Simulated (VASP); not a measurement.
# Rh (Fm-3m) in VASP: further runs

Rh is run at these levels: r2SCAN; tasks: relaxation of cell and atoms, single point.

Everything below comes from runs of VASP 6.6.1. Logs are shortened: lines on timing, memory, paths and dates and some standing lists are left out, and cuts for length are marked.

## Step 1: The cell of the first run

Symmetry: Fm-3m, No. 225, cubic system. Conventional cell: a = 3.612 Å, b = 3.612 Å, c = 3.612 Å, α = 90.00°, β = 90.00°, γ = 90.00°. Within 3.4 Å of Rh (site symmetry m-3m) lie 12 Rh at 2.55 Å.

## Step 2: Relaxation of cell and atoms, r2SCAN, target pressure 60 GPa, at which the enthalpy is minimised

Contents of POSCAR:

```
Rh
1.0
    0.0000000000      1.8061816940      1.8061816940
    1.8061816940      0.0000000000      1.8061816940
    1.8061816940      1.8061816940      0.0000000000
Rh
1
Direct
    0.0000000000      0.0000000000      0.0000000000
```

Contents of INCAR.step1:

```
  PREC = Accurate
  ENCUT = 600
  ISMEAR = 0
  SIGMA = 0.1
  LREAL = False
  LASPH = True
  NELM = 60
  GGA = PE
  ALGO = Normal
  EDIFF = 1E-4
  LWAVE = True
  LCHARG = False
```

Contents of INCAR.step2:

```
  PREC = Accurate
  ENCUT = 600
  EDIFF = 1E-6
  ISMEAR = 0
  SIGMA = 0.1
  LREAL = False
  LASPH = True
  NELM = 60
  ALGO = Normal
  ISIF = 3
  LWAVE = False
  LCHARG = False
  METAGGA = R2SCAN
  LMIXTAU = True
  IBRION = 2
  NSW = 70
  EDIFFG = -0.008
  PSTRESS = 600.0
  ISTART = 1
```

Contents of KPOINTS:

```
regular mesh
0
Gamma
  20 20 20
```

Potentials or basis: VASP PAW PBE potentials, release 64 (Rh_pv).

On the command line:

```console
cat potpaw_PBE.64/Rh_pv/POTCAR > POTCAR
cp INCAR.step1 INCAR
mpirun -np 1 vasp_std > vasp.out
cp INCAR.step2 INCAR
mpirun -np 1 vasp_std > vasp.out
```

OUTCAR:

```text
PREC = Accurate
   ENCUT = 600
   EDIFF = 1E-6
   ISMEAR = 0
   LREAL = False
   LASPH = True
   NELM = 60
   ISIF = 3
   METAGGA = R2SCAN
   IBRION = 2
   NSW = 70
   EDIFFG = -0.008
   PSTRESS = 600.0
   ISTART = 1

 ion  position               nearest neighbor table
   1  0.000  0.000  0.000-

  LATTYP: Found a face centered cubic cell.
 ALAT       =     3.6123633880

  Lattice vectors:

 A1 = (   0.0000000000,   1.8061816940,   1.8061816940)
 A2 = (   1.8061816940,   0.0000000000,   1.8061816940)
 A3 = (   1.8061816940,   1.8061816940,   0.0000000000)

Analysis of symmetry for initial positions (statically):
=====================================================================
 Subroutine PRICEL returns:
 Original cell was already a primitive cell.

 Routine SETGRP: Setting up the symmetry group for a
 face centered cubic supercell.

 Subroutine GETGRP returns: Found 48 space group operations
 (whereof 48 operations were pure point group operations)
 out of a pool of 48 trial point group operations.

The static configuration has the point symmetry O_h .

Analysis of symmetry for dynamics (positions and initial velocities):
=====================================================================
 Subroutine PRICEL returns:
 Original cell was already a primitive cell.

 Routine SETGRP: Setting up the symmetry group for a
 face centered cubic supercell.

 Subroutine GETGRP returns: Found 48 space group operations
 (whereof 48 operations were pure point group operations)
 out of a pool of 48 trial point group operations.

The dynamic configuration has the point symmetry O_h .

 Subroutine INISYM returns: Found 48 space group operations
 (whereof 48 operations are pure point group operations),
 and found     1 'primitive' translations

----------------------------------------------------------------------------------------

                                     Primitive cell

  volume of cell :      11.7846

  direct lattice vectors                    reciprocal lattice vectors
     0.000000000  1.806181694  1.806181694    -0.276827078  0.276827078  0.276827078
     1.806181694  0.000000000  1.806181694     0.276827078 -0.276827078  0.276827078
     1.806181694  1.806181694  0.000000000     0.276827078  0.276827078 -0.276827078

  length of vectors
     2.554326648  2.554326648  2.554326648     0.479478563  0.479478563  0.479478563

  position of ions in fractional coordinates (direct lattice)
     0.000000000  0.000000000  0.000000000

  ion indices of the primitive-cell ions
   primitive index   ion index
                 1           1

----------------------------------------------------------------------------------------

 KPOINTS: regular mesh

Automatic generation of k-mesh.
 Grid dimensions read from file:
 generate k-points for:   20   20   20

 Generating k-lattice:

  Cartesian coordinates                     Fractional coordinates (reciprocal lattice)
    -0.013841354  0.013841354  0.013841354     0.050000000  0.000000000  0.000000000
     0.013841354 -0.013841354  0.013841354     0.000000000  0.050000000  0.000000000
     0.013841354  0.013841354 -0.013841354     0.000000000  0.000000000  0.050000000

  Length of vectors
     0.023973928  0.023973928  0.023973928

  Shift w.r.t. Gamma in fractional coordinates (k-lattice)
     0.000000000  0.000000000  0.000000000

 Subroutine IBZKPT returns following result:
 ===========================================

 Found    256 irreducible k-points:

 Following reciprocal coordinates:
            Coordinates               Weight
  0.000000  0.000000  0.000000      1.000000
  0.050000  0.000000  0.000000      8.000000
  0.100000  0.000000  0.000000      8.000000
  0.150000  0.000000  0.000000      8.000000
  0.200000  0.000000  0.000000      8.000000
  0.250000  0.000000  0.000000      8.000000
[... 16 lines left out ...]
 -0.400000  0.050000  0.000000     24.000000
 -0.350000  0.050000  0.000000     24.000000
 [... further k-points ...]
   k-points           NKPTS =    256   k-points in BZ     NKDIM =    256   number of bands    NBANDS=     11
   number of dos      NEDOS =    301   number of ions     NIONS =      1
   total plane-waves  NPLWV =   8000
   dimension x,y,z NGX =    20 NGY =   20 NGZ =   20
   dimension x,y,z NGXF=    40 NGYF=   40 NGZF=   40
   ions per type =               1
   NGX,Y,Z   is equivalent  to a cutoff of  13.02, 13.02, 13.02 a.u.
   NGXF,Y,Z  is equivalent  to a cutoff of  26.03, 26.03, 26.03 a.u.
 SYSTEM =  unknown system
   PREC   = accura    normal or accurate (medium, high low for compatibility)
   ISTART =      1    job   : 0-new  1-cont  2-samecut
   ICHARG =      0    charge: 1-file 2-atom 10-const
   ISPIN  =      1    spin polarized calculation?
   LNONCOLLINEAR =      F non collinear calculations
   LSORBIT =      F    spin-orbit coupling
   LASPH  =      T    aspherical Exc in radial PAW
   ENCUT  =  600.0 eV  44.10 Ry    6.64 a.u.   5.10  5.10  5.10*2*pi/ulx,y,z
   NELM   =     60;   NELMIN=  2; NELMDL=  0     # of ELM steps
   EDIFF  = 0.1E-05   stopping-criterion for ELM
   LREAL  =      F    real-space projection
   EDIFFG = -.8E-02   stopping-criterion for IOM
   NSW    =     70    number of steps for IOM
   IBRION =      2    ionic relax: 0-MD 1-quasi-New 2-CG
   NFREE  =      1    steps in history (QN), initial steepest desc. (CG)
   ISIF   =      3    stress and relaxation
   ISYM   =      2    0-nonsym 1-usesym 2-fastsym
   POTIM  = 0.5000    time-step for ionic-motion
   TEBEG  =    0.0;   TEEND  =   0.0 temperature during run
   PSTRESS=  600.0 pullay stress
   NELECT =      15.0000    total number of electrons
   NUPDOWN=      -1.0000    fix difference up-down
   EMIN   =  10.00;   EMAX   =-10.00  energy-range for DOS
   EFERMI =   0.00;   METHOD = LEGACY
   ISMEAR =     0;   SIGMA  =   0.10  broadening in eV -4-tet -1-fermi 0-gaus
   EFERMI_NEDOS =   21; number of points for ismear=-14 and -15
   IALGO  =     38    algorithm
   IMIX   =      4    mixing-type and parameters
     AMIX     =   0.40;   BMIX     =  1.00
     AMIX_MAG =   1.60;   BMIX_MAG =  1.00
  volume/ion in A,a.u.               =      11.78        79.53
  Fermi-wavevector in a.u.,A,eV,Ry     =   1.774191  3.352736 42.827811  3.147755
  Thomas-Fermi vector in A             =   2.840234
   LORBIT       =      0    0 simple, 1 ext, 2 COOP (PROOUT), +10 PAW based schemes
   METAGGA = R2SCAN    functional components
   LHFCALC =     F    Hartree Fock is set to
   AEXX    =    0.0000 exact exchange contribution
   IVDW    =     0    specifies the selected vdW correction
   LEPSILON=     F    determine dielectric tensor
   LRPA    =     F    only Hartree local field effects (RPA)
 conjugate gradient relaxation of ions
 non-spin polarized calculation
 Gauss-broadening in eV      SIGMA  =   0.10
  energy-cutoff  :      600.00
  volume of cell :       11.78
 maximum number of plane-waves:       411
   NGX = 11   NGY = 11   NGZ = 11

--------------------------------------- Ionic step        1  -------------------------------------------

 number of electron      15.0000003 magnetization

 Free energy of the ion-electron system (eV)
  ---------------------------------------------------
  ext. energy  EPLUGINS =         0.00000000
  ---------------------------------------------------
  free energy    TOTEN  =       -23.79254810 eV

  energy without entropy =      -23.78824016  energy(sigma->0) =      -23.79039413

------------------------ aborting loop because EDIFF is reached ----------------------------------------

  FORCE on cell =-STRESS in cart. coord.  units (eV):
  Direction    XX          YY          ZZ          XY          YZ          ZX
  --------------------------------------------------------------------------------------
  -------------------------------------------------------------------------------------
  Total        4.8035786      4.8035786      4.8035786      0.0000000     -0.0000000      0.0000000
  in kB      653.0721772    653.0721772    653.0721772      0.0000000     -0.0000000      0.0000000
  external PRESSURE =      53.0721772 kB  Pullay stress =     600.0000000 kB
[... 96 lines left out ...]
  enthalpy is  TOTEN    =       -19.3811272920 eV   P V=        4.4552566059

--------------------------------------- Ionic step        4  -------------------------------------------

 number of electron      15.0000004 magnetization

 Free energy of the ion-electron system (eV)
  ---------------------------------------------------
  ext. energy  EPLUGINS =         0.00000000
  ---------------------------------------------------
  free energy    TOTEN  =       -23.83540772 eV

  energy without entropy =      -23.83104573  energy(sigma->0) =      -23.83322673

 E-fermi :  14.6151     XC(G=0): -16.3115

 val. band max:       14.6146765206   @ k =   0.3500   0.1000   0.0000
 cond. band min:      14.6179075062   @ k =  -0.3000   0.3000   0.1000
 fundamental gap:      0.0032309856
 Fermi energy:        14.6151369642

 k-point     1 :       0.0000    0.0000    0.0000
  band No.  band energies     occupation
      1     -33.4416      2.00000
      2     -33.4416      2.00000
      3     -33.4416      2.00000
      4       5.3061      2.00000
      5      10.6328      2.00000
      6      10.6328      2.00000
      7      10.6328      2.00000
      8      13.2899      2.00000
      9      13.2899      2.00000
     10      31.0937      0.00000
     11      31.8796      0.00000
[... 309 lines left out ...]
 k-point    24 :      -0.3500    0.0500    0.0000
  band No.  band energies     occupation
      1     -34.5144      2.00000
      2     -33.6203      2.00000
      3     -33.5772      2.00000
      4       7.2394      2.00000
      5      10.6631      2.00000
      6      10.7682      2.00000
      7      12.6922      2.00000
      8      14.3463      1.99986
      9      15.3442      0.00000
     10      28.0586      0.00000
     11      31.8788      0.00000

 [... further k-points ...]

------------------------ aborting loop because EDIFF is reached ----------------------------------------

  FORCE on cell =-STRESS in cart. coord.  units (eV):
  Direction    XX          YY          ZZ          XY          YZ          ZX
  --------------------------------------------------------------------------------------
  -------------------------------------------------------------------------------------
  Total        4.4621938      4.4621938      4.4621938      0.0000000      0.0000000     -0.0000000
  in kB      601.0661098    601.0661098    601.0661098      0.0000000      0.0000000     -0.0000000
  external PRESSURE =       1.0661098 kB  Pullay stress =     600.0000000 kB
[... 16 lines left out ...]
  FREE ENERGIE OF THE ION-ELECTRON SYSTEM (eV)
  ---------------------------------------------------
  free  energy   TOTEN  =       -23.8354077238 eV

  energy  without entropy=      -23.8310457320  energy(sigma->0) =      -23.83322673

  enthalpy is  TOTEN    =       -19.3811285193 eV   P V=        4.4542792045

 reached required accuracy - stopping structural energy minimisation
```

Run time: 2.6 min. Hardware: 1 thread of Intel Xeon 6975P-C (Granite Rapids), shared host; peak memory 0.16 GiB.

Results:

- Free energy: -23.8354 eV
- Relaxed volume: 11.89 Å³/atom
- Relaxed cell: a = 2.562 Å, b = 2.562 Å, c = 2.562 Å, α = 60.00°, β = 60.00°, γ = 60.00°
- Space group after relaxing (to 0.1 Å): Fm-3m (No. 225)
- Energy change on relaxing (the run minimises the enthalpy): -42.9 meV/atom
- Ionic steps: 4
- Pressure after relaxing: 60.1 GPa
- Band gap on the k mesh: zero (an odd number of electrons rules out a gap without spin polarisation)

The path:
```csv
step,energy change (eV),largest force (eV/Å),pressure (GPa),volume (Å³)
1,0.0000,0.0000,65.31,11.78
2,-0.2121,0.0000,36.34,12.46
3,-0.0438,0.0000,59.88,11.90
4,-0.0429,0.0000,60.11,11.89
```

Final structure:
```cif
data_structure
_symmetry_space_group_name_H-M 'P 1'
_symmetry_Int_Tables_number 1
_cell_length_a 2.5622
_cell_length_b 2.5622
_cell_length_c 2.5622
_cell_angle_alpha 60.000
_cell_angle_beta 60.000
_cell_angle_gamma 60.000
_cell_volume 11.89
loop_
_atom_site_label
_atom_site_type_symbol
_atom_site_fract_x
_atom_site_fract_y
_atom_site_fract_z
_atom_site_occupancy
Rh1 Rh 0.00000 0.00000 0.00000 1
```

Caveat: the cell is relaxed towards a set pressure, so the run minimises the enthalpy, not the energy; the PAW data sets were made with another functional, which shifts forces and pressure a little.

## Step 3: Single point, r2SCAN (equal strain along all axes, cell held: -3.0 %)

Contents of POSCAR:

```
Rh
1.0
    1.8429725524      1.8429725524      0.0000000000
   -1.8429725524      1.8429725524      0.0000000000
    0.0000000000      0.0000000000      3.6859451048
Rh
2
Direct
    0.0000000000      0.0000000000      0.0000000000
    0.5000000000      0.5000000000      0.5000000000
```

Contents of INCAR.step1:

```
SYSTEM = Rh
PREC = Accurate
ENCUT = 550
ISMEAR = 0
SIGMA = 0.1
LREAL = .FALSE.
LASPH = .TRUE.
NELM = 120
NBANDS = 22
GGA = PE
ALGO = Normal
EDIFF = 1E-5
LWAVE = .TRUE.
LCHARG = .FALSE.
GGA_COMPAT = .FALSE.
```

Contents of INCAR.step2:

```
SYSTEM = Rh
PREC = Accurate
ENCUT = 550
EDIFF = 1E-6
ISMEAR = 0
SIGMA = 0.1
LREAL = .FALSE.
LASPH = .TRUE.
NELM = 120
ALGO = Normal
ISIF = 2
LWAVE = .FALSE.
LCHARG = .FALSE.
METAGGA = R2SCAN
LMIXTAU = .TRUE.
NBANDS = 22
ISTART = 1
GGA_COMPAT = .FALSE.
```

Contents of KPOINTS:

```
regular mesh
0
G
  20 20 14
  0 0 0
```

Potentials or basis: VASP PAW PBE potentials, release 64 (Rh_pv).

On the command line:

```console
cat potpaw_PBE.64/Rh_pv/POTCAR > POTCAR
cp INCAR.step1 INCAR
mpirun -np 1 vasp_std > vasp.out
cp INCAR.step2 INCAR
mpirun -np 1 vasp_std > vasp.out
```

It took 5.1 min on 1 thread of Intel Xeon 6975P-C (Granite Rapids), shared host; peak memory 0.33 GiB.

Results (log left out):

| Quantity | Value |
| --- | --- |
| Free energy | -48.0347 eV |
| Pressure | 34.3 GPa |
| Band gap on the k mesh | zero (bands 15 and 16 overlap by 2.97 eV) |

Levels at points of the mesh, in eV from the Fermi level:
| k point | band 12 | band 13 | band 14 | band 15 | band 16 | band 17 | band 18 | band 19 |
| --- | --- | --- | --- | --- | --- | --- | --- | --- |
| (0.00, 0.00, 0.00) | -3.67 | -1.22 | -1.22 | 0.63 | 1.24 | 1.24 | 3.66 | 14.17 |
| (0.50, 0.00, 0.00) | -4.10 | -2.33 | -2.33 | -1.30 | -1.30 | 3.66 | 3.66 | 14.88 |
| (0.50, 0.50, 0.00) | 0.63 | 1.24 | 1.24 | 1.24 | 1.24 | 3.66 | 3.66 | 14.17 |
| (0.00, 0.00, 0.50) | -2.26 | -1.73 | -1.73 | -1.73 | -1.73 | -0.36 | -0.36 | 17.30 |
| (0.50, 0.00, 0.50) | -3.81 | 0.70 | 0.70 | 0.70 | 0.70 | 0.82 | 0.82 | 10.16 |
| (0.50, 0.50, 0.50) | -4.50 | -1.50 | -1.50 | 1.24 | 1.24 | 10.88 | 10.88 | 10.88 |

Caveat: the cell differs from its parent crystal (equal strain along all axes, cell held: -3.0 %); the cell stands under pressure; the PAW data sets were made with another functional, which shifts forces and pressure a little.

## Step 4: Single point, r2SCAN (equal strain along all axes, cell held: -2.0 %)

Contents of POSCAR:

```
Rh
1.0
    1.8619722694      1.8619722694      0.0000000000
   -1.8619722694      1.8619722694      0.0000000000
    0.0000000000      0.0000000000      3.7239445389
Rh
2
Direct
    0.0000000000      0.0000000000      0.0000000000
    0.5000000000      0.5000000000      0.5000000000
```

Contents of INCAR.step1:

```
ALGO = Normal ; EDIFF = 1E-5
ENCUT = 550 ; GGA = PE
GGA_COMPAT = F ; ISMEAR = 0
LASPH = T ; LCHARG = F
LREAL = F ; LWAVE = T
NBANDS = 22 ; NELM = 120
PREC = Accurate ; SIGMA = 0.1
```

Contents of INCAR.step2:

```
ALGO = Normal ; EDIFF = 1E-6
ENCUT = 550 ; GGA_COMPAT = F
ISIF = 2 ; ISMEAR = 0
ISTART = 1 ; LASPH = T
LCHARG = F ; LMIXTAU = T
LREAL = F ; LWAVE = F
METAGGA = R2SCAN ; NBANDS = 22
NELM = 120 ; PREC = Accurate
SIGMA = 0.1
```

Contents of KPOINTS:

```
k-points
0
Gamma
  20 20 14
```

On the command line:

```console
cat potpaw_PBE.64/Rh_pv/POTCAR > POTCAR
cp INCAR.step1 INCAR
mpirun -np 1 vasp_std > vasp.out
cp INCAR.step2 INCAR
mpirun -np 1 vasp_std > vasp.out
```

It took 5.3 min on 1 thread of Intel Xeon 6975P-C (Granite Rapids), shared host; peak memory 0.34 GiB.

Results (log left out):

| Quantity | Value |
| --- | --- |
| Free energy | -48.1711 eV |
| Pressure | 21.5 GPa |
| Band gap on the k mesh | zero (bands 15 and 16 overlap by 2.82 eV) |

Levels at points of the mesh, in eV from the Fermi level:
```
           k point  band 12  band 13  band 14  band 15  band 16  band 17  band 18  band 19
(0.00, 0.00, 0.00)    -3.50    -1.17    -1.17     0.59     1.17     1.17     3.59    13.73
(0.50, 0.00, 0.00)    -3.92    -2.22    -2.22    -1.23    -1.23     3.51     3.51    14.59
(0.50, 0.50, 0.00)     0.59     1.17     1.17     1.17     1.17     3.59     3.59    13.73
(0.00, 0.00, 0.50)    -2.17    -1.64    -1.64    -1.64    -1.64    -0.34    -0.34    17.32
(0.50, 0.00, 0.50)    -3.63     0.66     0.66     0.66     0.66     0.85     0.85     9.79
(0.50, 0.50, 0.50)    -4.31    -1.42    -1.42     1.18     1.18    10.62    10.62    10.62
```

Caveat: the cell differs from its parent crystal (equal strain along all axes, cell held: -2.0 %); the cell stands under pressure; the PAW data sets were made with another functional, which shifts forces and pressure a little.

(Continued in part 2 of 2.)
